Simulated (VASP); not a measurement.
The system is In.

```
CELL_PARAMETERS angstrom
3.43480 0.00000 0.00000
-1.71740 2.97463 0.00000
0.00000 0.00000 17.97198
ATOMIC_POSITIONS crystal
In 0.00000 0.00000 0.78571
In 0.33333 0.66667 0.92857
In 0.66667 0.33333 0.07143
In 0.00000 0.00000 0.21429
In 0.66667 0.33333 0.35714
In 0.00000 0.00000 0.50000
In 0.33333 0.66667 0.64286
```

The cell was generated, and may not be a known phase.

* Program: VASP 6.6.1
* Task: relaxation of cell and atoms
* Functional: PBE
* Potentials or basis: VASP PAW PBE potentials, release 64 (In_d)
* Cutoff: 600 eV
* k mesh: 12 × 12 × 2
* Occupations: gaussian, width 0.1 eV
* Spin: no spin polarisation

At the start: pressure 2.3 GPa; volume 26.23 Å³/atom.

Problem. How do energy, volume and symmetry change on relaxing?

Solution. Over 12 steps the energy falls by 16.6 meV/atom and the volume is 27.53 Å³/atom (+4.9 %); space group P-3m1 (No. 164, to 0.1 Å) before and after.

The path:
```
step  energy change (eV)  largest force (eV/Å)  pressure (GPa)  volume (Å³)
   1              0.0000                0.0147            2.27       183.62
   2             -0.0953                0.0287            0.05       193.63
   3             -0.0967                0.0303           -0.15       195.43
   4             -0.0961                0.0310           -0.39       196.12
   5             -0.0966                0.0311           -0.39       195.68
   6             -0.1050                0.0249           -0.30       194.97
   7             -0.1158                0.0122           -0.07       193.42
   8             -0.0917                0.0138            0.50       190.13
   9             -0.1164                0.0117           -0.02       192.87
  10             -0.1164                0.0128           -0.04       193.01
  11             -0.1164                0.0143           -0.06       193.07
  12             -0.1165                0.0083            0.01       192.68
```

Final structure:
```
In
1.0
     3.41971    0.00000    0.00000
    -1.70985    2.96155    0.00000
     0.00000    0.00000   19.02516
In
7
Direct
  0.00000 0.00000 0.78550
  0.33333 0.66667 0.92815
  0.66667 0.33333 0.07185
  0.00000 0.00000 0.21450
  0.66667 0.33333 0.35699
  0.00000 0.00000 0.50000
  0.33333 0.66667 0.64301
```
